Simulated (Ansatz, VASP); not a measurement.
Two plane-wave programs on Li2CdNiC6N6

```xyz
16
Lattice="0.0000 5.1845 5.1845 5.1845 0.0000 5.1845 5.1845 5.1845 0.0000" Properties=species:S:1:pos:R:3 pbc="T T T"
Li    2.5922    2.5922    2.5922
Li    7.7767    7.7767    7.7767
Cd    5.1845    5.1845    5.1845
Ni    0.0000    0.0000    0.0000
C     1.9170    5.1845    5.1845
C     5.1845    1.9170    5.1845
C     5.1845    5.1845    1.9170
C     8.4520    5.1845    5.1845
C     5.1845    8.4520    5.1845
C     5.1845    5.1845    8.4520
N     3.0870    5.1845    5.1845
N     5.1845    3.0870    5.1845
N     5.1845    5.1845    3.0870
N     7.2820    5.1845    5.1845
N     5.1845    7.2820    5.1845
N     5.1845    5.1845    7.2820
```

Alike in both runs: task single point; functional PBE; k mesh 4 × 4 × 4; occupations gaussian, width 0.1 eV; collinear spin.

|  | VASP | Ansatz |
| --- | --- | --- |
| version | VASP 6.6.1 | Ansatz 0.2.0 |
| potentials or method | VASP PAW PBE potentials, release 64 (Li_sv, Cd, Ni, C, N), cutoff 520 eV | scalar-relativistic, plane waves, PAW |
| valence electrons in the cell | 82 | 98 |

```tsv
	VASP	Ansatz	Ansatz less VASP
gap on the k mesh at the Fermi level (eV)	none	none	-
rms of the force components (eV/Å)	0.677	0.812	+0.1356
net moment per atom (μB)	0.12	0.12	0.000
size of the moment on the site where the two differ most (μB)	0.10	0.04	-0.052
```

Site moments also hang on the region over which each program counts them. Atom by atom the forces differ by 0.168 eV/Å (rms over components). A gap of «none» marks a metal or a gap that the smearing closes. The functional is the same, so the differences come from potentials, cutoffs and numerics. VASP's potentials hold 82 valence electrons a cell and Ansatz's 98, so a difference there can come from the potentials and not from the codes.

Noted on VASP's run: the cutoff is under 1.25 times that of the potentials, so the pressure is a little rough; the standard files for N, O and F lose accuracy on very short bonds.
